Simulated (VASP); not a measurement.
# ScSi (Cmcm) in VASP: single point with LDA

Aim: the single point of ScSi with LDA.

Program: VASP 6.6.1. These are calculated values, not measurements. Logs are shortened: lines on timing, memory, paths and dates and some standing lists are left out, and cuts for length are marked.

### 1 The cell of the first run

Symmetry: Cmcm, No. 63, orthorhombic system. Conventional cell: a = 3.994 Å, b = 9.907 Å, c = 3.667 Å, α = 90.00°, β = 90.00°, γ = 90.00°. Within 3.7 Å of Sc (site symmetry m2m) lie 7 Si at 2.77 to 2.95 Å and 8 Sc at 3.31 to 3.67 Å. Si (site symmetry m2m) has 2 Si at 2.43 Å and 7 Sc at 2.77 to 2.95 Å within 3.2 Å.

### 2 Single point, LDA

INCAR reads:

```
SYSTEM = ScSi
  ALGO = Normal
  EDIFF = 1E-6
  ENCUT = 520
  ISIF = 2
  ISMEAR = -1
  LASPH = .True.
  LCHARG = .False.
  LREAL = .False.
  LWAVE = .False.
  NBANDS = 23
  NELM = 100
  PREC = Accurate
  SIGMA = 0.03
```

KPOINTS reads:

```
k-points
0
Gamma
  9 9 9
  0 0 0
```

POSCAR reads:

```
ScSi
1.0
    1.9969585645     -4.9534918553      0.0000000000
    1.9969585645      4.9534918553      0.0000000000
    0.0000000000      0.0000000000      3.6674488900
Sc Si
2 2
Direct
    0.1392070300      0.8607929700      0.7500000000
    0.8607929700      0.1392070300      0.2500000000
    0.4194360600      0.5805639400      0.7500000000
    0.5805639400      0.4194360600      0.2500000000
```

Potentials or basis: VASP PAW LDA potentials, release 64 (Sc_sv, Si).

Started as:

```bash
cat potpaw_LDA.64/Sc_sv/POTCAR potpaw_LDA.64/Si/POTCAR > POTCAR
mpirun -np 1 vasp_std > vasp.out
```

OUTCAR:

```text
SYSTEM = ScSi
   EDIFF = 1E-6
   ENCUT = 520
   ISIF = 2
   ISMEAR = -1
   LASPH = .True.
   LREAL = .False.
   NELM = 100
   PREC = Accurate

 ion  position               nearest neighbor table
   1  0.139  0.861  0.750-   4 2.77   4 2.77   4 2.77   4 2.77   3 2.78   3 2.95   3 2.95   2 3.31
                             2 3.31
   2  0.861  0.139  0.250-   3 2.77   3 2.77   3 2.77   3 2.77   4 2.78   4 2.95   4 2.95   1 3.31
                             1 3.31
   3  0.419  0.581  0.750-   4 2.43   4 2.43   2 2.77   2 2.77   2 2.77   2 2.77   1 2.78   1 2.95
                             1 2.95
   4  0.581  0.419  0.250-   3 2.43   3 2.43   1 2.77   1 2.77   1 2.77   1 2.77   2 2.78   2 2.95
                             2 2.95

  LATTYP: Found a base centered orthorhombic cell.
 ALAT       =     3.9939171290
 B/A-ratio  =     2.4805180955
 C/A-ratio  =     0.9182586347

  Lattice vectors:

 A1 = (   1.9969585645,  -4.9534918553,   0.0000000000)
 A2 = (   1.9969585645,   4.9534918553,   0.0000000000)
 A3 = (   0.0000000000,   0.0000000000,   3.6674488900)

Analysis of symmetry for initial positions (statically):
=====================================================================
 Subroutine PRICEL returns:
 Original cell was already a primitive cell.

 Routine SETGRP: Setting up the symmetry group for a
 base centered orthorhombic supercell.

 Subroutine GETGRP returns: Found  8 space group operations
 (whereof  4 operations were pure point group operations)
 out of a pool of  8 trial point group operations.

The static configuration has the point symmetry C_2h.
 The point group associated with its full space group is D_2h.

Analysis of symmetry for dynamics (positions and initial velocities):
=====================================================================
 Subroutine PRICEL returns:
 Original cell was already a primitive cell.

 Routine SETGRP: Setting up the symmetry group for a
 base centered orthorhombic supercell.

 Subroutine GETGRP returns: Found  8 space group operations
 (whereof  4 operations were pure point group operations)
 out of a pool of  8 trial point group operations.

The dynamic configuration has the point symmetry C_2h.
 The point group associated with its full space group is D_2h.

 Subroutine INISYM returns: Found  8 space group operations
 (whereof  4 operations are pure point group operations),
 and found     1 'primitive' translations

----------------------------------------------------------------------------------------

                                     Primitive cell

  volume of cell :      72.5562

  direct lattice vectors                    reciprocal lattice vectors
     1.996958565 -4.953491855  0.000000000     0.250380758 -0.100938896  0.000000000
     1.996958565  4.953491855  0.000000000     0.250380758  0.100938896  0.000000000
     0.000000000  0.000000000  3.667448890     0.000000000  0.000000000  0.272669103

  length of vectors
     5.340873062  5.340873062  3.667448890     0.269961451  0.269961451  0.272669103

  position of ions in fractional coordinates (direct lattice)
     0.139207030  0.860792970  0.750000000
     0.860792970  0.139207030  0.250000000
     0.419436060  0.580563940  0.750000000
     0.580563940  0.419436060  0.250000000

  ion indices of the primitive-cell ions
   primitive index   ion index
                 1           1
                 2           2
                 3           3
                 4           4

----------------------------------------------------------------------------------------

 KPOINTS: k-points

Automatic generation of k-mesh.
 Grid dimensions read from file:
 generate k-points for:    9    9    9

 Generating k-lattice:

  Cartesian coordinates                     Fractional coordinates (reciprocal lattice)
     0.027820084 -0.011215433  0.000000000     0.111111111  0.000000000  0.000000000
     0.027820084  0.011215433  0.000000000     0.000000000  0.111111111  0.000000000
     0.000000000  0.000000000  0.030296567     0.000000000  0.000000000  0.111111111

  Length of vectors
     0.029995717  0.029995717  0.030296567

  Shift w.r.t. Gamma in fractional coordinates (k-lattice)
     0.000000000  0.000000000  0.000000000

 Subroutine IBZKPT returns following result:
 ===========================================

 Found    125 irreducible k-points:

 Following reciprocal coordinates:
            Coordinates               Weight
  0.000000  0.000000  0.000000      1.000000
  0.111111 -0.000000  0.000000      4.000000
  0.222222  0.000000  0.000000      4.000000
  0.333333 -0.000000  0.000000      4.000000
  0.444444  0.000000  0.000000      4.000000
  0.111111  0.111111  0.000000      2.000000
[... 16 lines left out ...]
 -0.333333  0.333333  0.000000      2.000000
  0.444444  0.444444  0.000000      2.000000
 [... further k-points ...]
   k-points           NKPTS =    125   k-points in BZ     NKDIM =    125   number of bands    NBANDS=     23
   number of dos      NEDOS =    301   number of ions     NIONS =      4
   total plane-waves  NPLWV =  44800
   dimension x,y,z NGX =    40 NGY =   40 NGZ =   28
   dimension x,y,z NGXF=    80 NGYF=   80 NGZF=   56
   ions per type =               2   2
   NGX,Y,Z   is equivalent  to a cutoff of  12.45, 12.45, 12.69 a.u.
   NGXF,Y,Z  is equivalent  to a cutoff of  24.90, 24.90, 25.38 a.u.
 SYSTEM =  ScSi
   PREC   = accura    normal or accurate (medium, high low for compatibility)
   ISTART =      0    job   : 0-new  1-cont  2-samecut
   ICHARG =      2    charge: 1-file 2-atom 10-const
   ISPIN  =      1    spin polarized calculation?
   LNONCOLLINEAR =      F non collinear calculations
   LSORBIT =      F    spin-orbit coupling
   LASPH  =      T    aspherical Exc in radial PAW
   ENCUT  =  520.0 eV  38.22 Ry    6.18 a.u.   9.93  9.93  6.82*2*pi/ulx,y,z
   NELM   =    100;   NELMIN=  2; NELMDL= -5     # of ELM steps
   EDIFF  = 0.1E-05   stopping-criterion for ELM
   LREAL  =      F    real-space projection
   EDIFFG = 0.1E-04   stopping-criterion for IOM
   NSW    =      0    number of steps for IOM
   IBRION =     -1    ionic relax: 0-MD 1-quasi-New 2-CG
   NFREE  =      0    steps in history (QN), initial steepest desc. (CG)
   ISIF   =      2    stress and relaxation
   ISYM   =      2    0-nonsym 1-usesym 2-fastsym
   POTIM  = 0.5000    time-step for ionic-motion
   TEBEG  =    0.0;   TEEND  =   0.0 temperature during run
   PSTRESS=    0.0 pullay stress
   NELECT =      30.0000    total number of electrons
   NUPDOWN=      -1.0000    fix difference up-down
   EMIN   =  10.00;   EMAX   =-10.00  energy-range for DOS
   EFERMI =   0.00;   METHOD = LEGACY
   ISMEAR =    -1;   SIGMA  =   0.03  broadening in eV -4-tet -1-fermi 0-gaus
   EFERMI_NEDOS =   21; number of points for ismear=-14 and -15
   IALGO  =     38    algorithm
   IMIX   =      4    mixing-type and parameters
     AMIX     =   0.40;   BMIX     =  1.00
     AMIX_MAG =   1.60;   BMIX_MAG =  1.00
  volume/ion in A,a.u.               =      18.14       122.41
  Fermi-wavevector in a.u.,A,eV,Ry     =   1.219618  2.304743 20.238222  1.487467
  Thomas-Fermi vector in A             =   2.354864
   LORBIT       =      0    0 simple, 1 ext, 2 COOP (PROOUT), +10 PAW based schemes
   GGA     = CA    functional components
   LHFCALC =     F    Hartree Fock is set to
   AEXX    =    0.0000 exact exchange contribution
   IVDW    =     0    specifies the selected vdW correction
   LEPSILON=     F    determine dielectric tensor
   LRPA    =     F    only Hartree local field effects (RPA)
 non-spin polarized calculation
  energy-cutoff  :      520.00
  volume of cell :       72.56
 maximum number of plane-waves:      1984
   NGX = 19   NGY = 19   NGZ = 13

 number of electron      29.9999998 magnetization

 Free energy of the ion-electron system (eV)
  ---------------------------------------------------
  ext. energy  EPLUGINS =         0.00000000
  ---------------------------------------------------
  free energy    TOTEN  =       -29.00074547 eV

  energy without entropy =      -28.99317161  energy(sigma->0) =      -28.99695854

 E-fermi :   6.2428     XC(G=0): -10.8582

 val. band max:        6.2394874152   @ k =   0.4444   0.4444   0.4444
 cond. band min:       6.2497173559   @ k =  -0.4444   0.3333   0.1111
 fundamental gap:      0.0102299406
 Fermi energy:         6.2427568273

 k-point     1 :       0.0000    0.0000    0.0000
  band No.  band energies     occupation
      1     -42.3751      2.00000
      2     -42.3368      2.00000
      3     -21.4735      2.00000
      4     -21.4011      2.00000
      5     -21.3654      2.00000
      6     -21.3557      2.00000
[... 15 lines left out ...]
     22       9.5881      0.00000
     23      10.2243      0.00000

 k-point     2 :       0.1111   -0.0000    0.0000
  band No.  band energies     occupation
      1     -42.3740      2.00000
      2     -42.3374      2.00000
      3     -21.4717      2.00000
      4     -21.4072      2.00000
      5     -21.3687      2.00000
      6     -21.3530      2.00000
[... 15 lines left out ...]
     22       9.4300      0.00000
     23      10.3725      0.00000

 k-point     3 :       0.2222    0.0000    0.0000
  band No.  band energies     occupation
      1     -42.3711      2.00000
      2     -42.3393      2.00000
      3     -21.4686      2.00000
      4     -21.4233      2.00000
      5     -21.3740      2.00000
      6     -21.3459      2.00000
[... 15 lines left out ...]
     22       9.7714      0.00000
     23      10.0500      0.00000

 k-point     4 :       0.3333   -0.0000    0.0000
  band No.  band energies     occupation
      1     -42.3672      2.00000
      2     -42.3420      2.00000
      3     -21.4686      2.00000
      4     -21.4428      2.00000
      5     -21.3730      2.00000
      6     -21.3363      2.00000
[... 15 lines left out ...]
     22       9.7133      0.00000
     23      10.2219      0.00000

 k-point     5 :       0.4444    0.0000    0.0000
  band No.  band energies     occupation
      1     -42.3640      2.00000
      2     -42.3443      2.00000
      3     -21.4702      2.00000
      4     -21.4565      2.00000
      5     -21.3680      2.00000
      6     -21.3287      2.00000
[... 15 lines left out ...]
     22       9.2542      0.00000
     23       9.8940      0.00000

 k-point     6 :       0.1111    0.1111    0.0000
  band No.  band energies     occupation
      1     -42.3721      2.00000
      2     -42.3383      2.00000
      3     -21.4732      2.00000
      4     -21.4163      2.00000
      5     -21.3810      2.00000
      6     -21.3484      2.00000
[... 15 lines left out ...]
     22       9.7092      0.00000
     23      10.5182      0.00000

 k-point     7 :       0.2222    0.1111    0.0000
  band No.  band energies     occupation
      1     -42.3687      2.00000
      2     -42.3405      2.00000
      3     -21.4767      2.00000
      4     -21.4291      2.00000
      5     -21.3854      2.00000
      6     -21.3401      2.00000
[... 353 lines left out ...]
     22       9.3485      0.00000
     23       9.6552      0.00000

 k-point    21 :       0.4444    0.3333    0.0000
  band No.  band energies     occupation
      1     -42.3588      2.00000
      2     -42.3516      2.00000
      3     -21.4622      2.00000
      4     -21.3950      2.00000
      5     -21.3709      2.00000
      6     -21.3147      2.00000
[... 15 lines left out ...]
     22       9.3513      0.00000
     23       9.5323      0.00000

 k-point    22 :      -0.4444    0.3333    0.0000
  band No.  band energies     occupation
      1     -42.3621      2.00000
      2     -42.3494      2.00000
      3     -21.4403      2.00000
      4     -21.4082      2.00000
      5     -21.3505      2.00000
      6     -21.3229      2.00000
[... 15 lines left out ...]
     22       9.5245      0.00000
     23       9.6133      0.00000

 k-point    23 :      -0.3333    0.3333    0.0000
  band No.  band energies     occupation
      1     -42.3655      2.00000
      2     -42.3464      2.00000
      3     -21.4288      2.00000
      4     -21.4229      2.00000
      5     -21.3435      2.00000
      6     -21.3315      2.00000
[... 15 lines left out ...]
     22       9.6300      0.00000
     23       9.8902      0.00000

 k-point    24 :       0.4444    0.4444    0.0000
  band No.  band energies     occupation
      1     -42.3562      2.00000
      2     -42.3553      2.00000
      3     -21.4413      2.00000
      4     -21.3922      2.00000
      5     -21.3579      2.00000
      6     -21.3219      2.00000
[... 15 lines left out ...]
     22       9.5022      0.00000
     23       9.5353      0.00000

 [... further k-points ...]

------------------------ aborting loop because EDIFF is reached ----------------------------------------

  FORCE on cell =-STRESS in cart. coord.  units (eV):
  Direction    XX          YY          ZZ          XY          YZ          ZX
  --------------------------------------------------------------------------------------
  -------------------------------------------------------------------------------------
  Total       -2.5538304     -2.3598214     -2.4592423      0.0000000      0.0000000      0.0000000
  in kB      -56.3933723    -52.1092889    -54.3046882      0.0000000      0.0000000      0.0000000
  external PRESSURE =     -54.2691164 kB  Pullay stress =       0.0000000 kB

 VOLUME and BASIS-vectors are now :
 -----------------------------------------------------------------------------
  energy-cutoff  :      520.00
  volume of cell :       72.56
      direct lattice vectors                 reciprocal lattice vectors
     1.996958565 -4.953491855  0.000000000     0.250380758 -0.100938896  0.000000000
     1.996958565  4.953491855  0.000000000     0.250380758  0.100938896  0.000000000
     0.000000000  0.000000000  3.667448890     0.000000000  0.000000000  0.272669103

 POSITION                                       TOTAL-FORCE (eV/Angst)
 -----------------------------------------------------------------------------------
      1.99696      3.57437      2.75059         0.000000      0.050109      0.000000
      1.99696     -3.57437      0.91686         0.000000     -0.050109      0.000000
      1.99696      0.79815      2.75059         0.000000      0.073917      0.000000
      1.99696     -0.79815      0.91686         0.000000     -0.073917     -0.000000
 -----------------------------------------------------------------------------------
    total drift:                                0.000000      0.000000      0.000000

  FREE ENERGIE OF THE ION-ELECTRON SYSTEM (eV)
  ---------------------------------------------------
  free  energy   TOTEN  =       -29.0007454747 eV

  energy  without entropy=      -28.9931716128  energy(sigma->0) =      -28.99695854
```

Run time: 3.3 min. Hardware: 1 thread of Intel Xeon Platinum 8259CL at 2.50GHz (Skylake/Cascade Lake), shared host; peak memory 0.3 GiB.

Results:

| Item | Value |
| --- | --- |
| Free energy | -29.0007 eV |
| Pressure | -5.4 GPa |
| Largest force | 0.074 eV/Å |
| Band gap on the k mesh | zero (band 15 reaches 6.82 eV, above the bottom of band 16 at 5.36 eV) |

Forces on the atoms (eV/Å):
```
Sc   0.000  0.050  0.000
Sc   0.000 -0.050  0.000
Si   0.000  0.074  0.000
Si   0.000 -0.074  0.000
```
